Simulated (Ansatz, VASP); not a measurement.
# Two plane-wave programs on Cd

```xyz
1
Lattice="-1.5372 1.5372 1.5372 1.5372 -1.5372 1.5372 1.5372 1.5372 -1.5372" Properties=species:S:1:pos:R:3 pbc="T T T"
Cd    0.0000    0.0000    0.0000
```

Alike in both runs: task single point; functional PBEsol; k mesh 15 × 15 × 15; occupations fermi-dirac, width 0.1 eV; no spin polarisation.

|  | VASP | Ansatz |
| --- | --- | --- |
| version | VASP 6.6.1 | Ansatz 0.2.0 |
| potentials or method | VASP PAW PBE potentials, release 64 (Cd) | PAW with other files of Ansatz's library (level accurate), scalar-relativistic |
| plane-wave cutoff (eV) | 520 | 620 |
| valence electrons in the cell | 12 | 20 |

|  | VASP | Ansatz | Ansatz less VASP |
| --- | --- | --- | --- |
| pressure (GPa) | 63.6 | 61.2 | -2.40 |

VASP's potentials were made for PBE, not for PBEsol. Both programs put the cell under a high pressure, so it lies far from rest at this level. The functional is the same, so the differences come from potentials, cutoffs and numerics. VASP's potentials hold 12 valence electrons a cell and Ansatz's 20, so a difference there can come from the potentials and not from the codes.

Noted on VASP's run: the cell as given lies far from equilibrium.
